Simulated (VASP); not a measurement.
Write the native input for VASP 6.6.1 that does the following.

| Item | Value |
| --- | --- |
| Task | single point |
| Functional | PBE |
| Potentials or basis | VASP PAW PBE potentials, release 64 (Li_sv, Tm_3, Ge_d), 4f in core |
| Cutoff | 750 eV |
| k mesh | 8 × 8 × 8 |
| Occupations | gaussian, width 0.1 eV |
| Spin | no spin polarisation |
| Dipole correction | no |
| Further INCAR settings | ALGO = Normal; EDIFF = 1e-06; NBANDS = 26 |

The structure of Li4TmGe lies in POSCAR:

```
Li4TmGe
1.0
    2.0871305042     -6.2317377039      0.0000000000
    2.0871305042      6.2317377039      0.0000000000
    0.0000000000      0.0000000000      3.9961627310
Li Tm Ge
4 1 1
Direct
    0.3270411064      0.6729588936      0.0000000000
    0.8297943438      0.1702056562      0.5000000000
    0.1702056562      0.8297943438      0.5000000000
    0.6729588936      0.3270411064      0.0000000000
    0.5000000000      0.5000000000      0.5000000000
    0.0000000000      0.0000000000      0.0000000000
```

These files were run (other wordings do the same):

INCAR

```
PREC = Accurate
ENCUT = 750
EDIFF = 1E-6
ISMEAR = 0
SIGMA = 0.1
LREAL = False
LASPH = True
NELM = 200
ALGO = Normal
ISIF = 2
LWAVE = False
LCHARG = False
GGA = PE
NBANDS = 26
GGA_COMPAT = False
LMAXMIX = 6
```

KPOINTS

```
regular mesh
0
Gamma
  8 8 8
```

Potentials or basis: VASP PAW PBE potentials, release 64 (Li_sv, Tm_3, Ge_d), 4f in core.

Command:

```console
$ cat potpaw_PBE.64/Li_sv/POTCAR potpaw_PBE.64/Tm_3/POTCAR potpaw_PBE.64/Ge_d/POTCAR > POTCAR
$ mpirun -np 1 vasp_std > vasp.out
```

Results of the run:

The pressure is 4.1 GPa. The largest force is 0.009 eV/Å and the band gap on the k mesh is zero (an odd number of electrons rules out a gap without spin polarisation).

Caveat: the cell stands under pressure; spin-orbit coupling is left out, which moves the levels of the heavy elements; the 4f electrons are frozen in the core, so they carry no moment and show no levels.

Run time: 11 min on 1 thread of Intel(R) Xeon(R) Platinum 8375C CPU @ 2.90GHz (Ice Lake), with other jobs on the host, peak memory 0.7 GiB.
